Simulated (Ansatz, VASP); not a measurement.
Pt in VASP and in Ansatz

File POSCAR:

```
Pt
1.0
    2.6226323350      0.0000000000      0.0000000000
   -1.3113161675      2.2712662269      0.0000000000
    0.0000000000      0.0000000000      4.9119373500
Pt
2
Direct
    0.6666666667      0.3333333333      0.7500000000
    0.3333333333      0.6666666667      0.2500000000
```

File INCAR.step1:

```
SYSTEM = Pt
ALGO = Normal
EDIFF = 1E-4
ENCUT = 520
GGA = PE
ISMEAR = 0
LASPH = .True.
LCHARG = .False.
LREAL = .False.
LWAVE = .True.
NBANDS = 17
NELM = 60
PREC = Accurate
SIGMA = 0.15
```

File INCAR.step2:

```
SYSTEM = Pt
ALGO = Normal
EDIFF = 1E-6
ENCUT = 520
ISIF = 2
ISMEAR = 0
ISTART = 1
LASPH = .True.
LCHARG = .True.
LELF = .True.
LMIXTAU = .True.
LREAL = .False.
LVHAR = .True.
LWAVE = .False.
METAGGA = R2SCAN
NBANDS = 17
NELM = 60
PREC = Accurate
SIGMA = 0.15
```

File KPOINTS:

```
k-points
0
Gamma
  18 18 10
  0 0 0
```

Input for Ansatz:

```yaml
crystal:
  lattice:
    - [2.622632335, 0.0, 0.0]
    - [-1.3113161675, 2.2712662269, 0.0]
    - [0.0, 0.0, 4.91193735]
  atoms:
    - { symbol: Pt, position: [0.6666666667, 0.3333333333, 0.75] }
    - { symbol: Pt, position: [0.3333333333, 0.6666666667, 0.25] }
basis:
  ecutwfc: 500
kpoints:
  mp_grid: { grid: [18, 18, 10] }
hamiltonian:
  xc: r2scan
scf:
  occupations: { method: gaussian, width: 0.15 }
output:
  forces: true
  stress: true
  eigenvalues: true
```

Change from the starting cell: strain -0.050 along x and y, +0.025 along z, atoms carried along.

Alike in both runs: task single point; functional r2SCAN; k mesh 18 × 18 × 10; occupations gaussian, width 0.15 eV; no spin polarisation.

|  | VASP | Ansatz |
| --- | --- | --- |
| version | VASP 6.6.1 | Ansatz 0.2.0 |
| potentials or method | VASP PAW PBE potentials, release 64 (Pt), cutoff 520 eV | scalar-relativistic, plane waves, PAW |
| valence electrons in the cell | 20 | 36 |

```tsv
	VASP	Ansatz	Ansatz less VASP
gap on the k mesh at the Fermi level (eV)	none	none	-
pressure (GPa)	22.1	21.0	-1.05
traceless stress, the component that is largest in VASP (GPa)	-18.33	-17.86	+0.469
```

VASP's potentials were made for PBE, not for r2SCAN. A gap of «none» marks a metal or a gap that the smearing closes. With one functional, cell and mesh, what is left measures potentials, basis and numerics. VASP's potentials hold 20 valence electrons a cell and Ansatz's 36, so a difference there can come from the potentials and not from the codes.

Spin-orbit coupling is off throughout.
